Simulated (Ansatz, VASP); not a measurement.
Two plane-wave programs on CaAs2O5

```
Ca As O
1.0
     5.97087    0.00000    0.00000
    -2.98543    5.17092    0.00000
     0.00000    0.00000    3.59318
Ca As O
1 2 5
Cartesian
  0.0000 0.0000 0.0000
  0.0000 3.4473 1.7966
  2.9854 1.7236 1.7966
  0.0000 3.4473 0.0000
  4.1750 2.4105 1.7966
  1.7958 2.4105 1.7966
  2.9854 0.3500 1.7966
  2.9854 1.7236 0.0000
```

Alike in both runs: task relaxation of cell and atoms; functional PBE; k mesh 3 × 3 × 6; occupations gaussian, width 0.1 eV; no spin polarisation.

```csv
,VASP,Ansatz
version,VASP 6.6.1,Ansatz 0.2.0
potentials or method,"VASP PAW PBE potentials, release 64 (Ca_sv, As, O), cutoff 600 eV","scalar-relativistic, plane waves, PAW"
valence electrons in the cell,50,70
```

Ansatz gave:

* gap on the k mesh at the Fermi level, each at its own relaxed structure (eV): none
* relaxed volume (Å³/atom): 16.27
* relaxed length of the cell vector where the two differ most in proportion (Å): 3.750

Q: Estimate VASP's values.

A: gap on the k mesh at the Fermi level, each at its own relaxed structure (eV): none; relaxed volume (Å³/atom): 16.37; relaxed length of the cell vector where the two differ most in proportion (Å): 3.759.

A gap of «none» marks a metal or a gap that the smearing closes. VASP's potentials hold 50 valence electrons a cell and Ansatz's 70, so a difference there can come from the potentials and not from the codes.

The k mesh is coarse, so the values compare programs but aren't converged. Noted on VASP's run: the volume moved by over 15 % at a fixed basis, so the end points are rough.
